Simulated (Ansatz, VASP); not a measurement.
# Ba in VASP and in Ansatz

The input INCAR:

```
  ALGO = Normal
  EDIFF = 1E-6
  ENCUT = 500
  GGA = LIBXC
  GGA_COMPAT = F
  ISIF = 2
  ISMEAR = -1
  LASPH = T
  LCHARG = F
  LIBXC1 = GGA_X_RPBE
  LIBXC2 = GGA_C_LYP
  LREAL = F
  LWAVE = F
  NBANDS = 11
  NELM = 120
  PREC = Accurate
  SIGMA = 0.025
```

File KPOINTS:

```
k-points
0
Gamma
  7 7 7
```

Contents of POSCAR:

```
Ba
1.0
    0.0000000000      3.2540740042      3.2540740042
    3.2540740042      0.0000000000      3.2540740042
    3.2540740042      3.2540740042      0.0000000000
Ba
1
Direct
    0.0000000000      0.0000000000      0.0000000000
```

input.yaml

```yaml
crystal:
  lattice:
    - [0.0, 3.2540740042, 3.2540740042]
    - [3.2540740042, 0.0, 3.2540740042]
    - [3.2540740042, 3.2540740042, 0.0]
  atoms:
    - { symbol: Ba, position: [0.0, 0.0, 0.0] }
kpoints:
  mp_grid: { grid: [7, 7, 7] }
scf:
  occupations: { method: fermi_dirac, width: 0.025 }
hamiltonian:
  xc: { exchange: rpbe, correlation: lyp }
  pseudopotentials:
    kind: all_electron
    lapw: { basis_error: 0.001 }
    dirac_shells: { Ba: ["3p", "3d"] }
output:
  forces: true
  stress: true
  eigenvalues: true
```

Change from the starting cell: volume scaled by 1.02.

Alike in both runs: task single point; functional rpbe exchange, lyp correlation; k mesh 7 × 7 × 7; occupations fermi-dirac, width 0.025 eV; no spin polarisation.

```csv
,VASP,Ansatz
version,VASP 6.6.1,Ansatz 0.2.0
potentials or method,"VASP PAW PBE potentials, release 64 (Ba_sv), cutoff 500 eV","all-electron LAPW, inner shells corrected to Dirac's equation"
```

|  | VASP | Ansatz | Ansatz less VASP |
| --- | --- | --- | --- |
| gap on the k mesh at the Fermi level (eV) | none | none | - |
| pressure (GPa) | 0.5 | 0.5 | -0.03 |

VASP's potentials were made for PBE, not for rpbe exchange, lyp correlation. A gap of «none» marks a metal or a gap that the smearing closes. Ansatz ran all-electron here, and VASP with PAW potentials.

Neither program's run includes spin-orbit coupling.
